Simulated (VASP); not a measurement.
Input of a VASP 6.6.1 run:

Contents of INCAR:

```
ALGO     = Normal         # electronic algorithm
EDIFF    = 1E-7           # SCF threshold, eV
ENCUT    = 520            # plane-wave cutoff, eV
GGA      = PE             # functional
ISIF     = 2              # what is computed and relaxed
ISMEAR   = 0              # smearing method
LASPH    = True           # aspherical terms in the spheres
LCHARG   = False          # write CHGCAR
LREAL    = False          # projectors in reciprocal space
LWAVE    = False          # write WAVECAR
NBANDS   = 12             # bands
NELM     = 100            # most SCF steps
PREC     = Accurate       # precision mode
SIGMA    = 0.01           # smearing width, eV
```

The input KPOINTS:

```
k-points
0
Gamma
  4 4 4
```

POSCAR

```
LiCl
1.0
    0.0000000000      2.5560369926      2.5560369926
    2.5560369926      0.0000000000      2.5560369926
    2.5560369926      2.5560369926      0.0000000000
Li Cl
1 1
Direct
    0.0000000000      0.0000000000      0.0000000000
    0.5000000000      0.5000000000      0.5000000000
```

Potentials or basis: VASP PAW PBE potentials, release 64 (Li_sv, Cl).

Launch:

```console
$ cat potpaw_PBE.64/Li_sv/POTCAR potpaw_PBE.64/Cl/POTCAR > POTCAR
$ mpirun -np 1 vasp_std > vasp.out
```

Task: Estimate the band gap on the k mesh.

Result: 6.40 eV, direct.

Caveat: the k points lie up to 0.53 Å⁻¹ apart. A k mesh can miss the band edges.
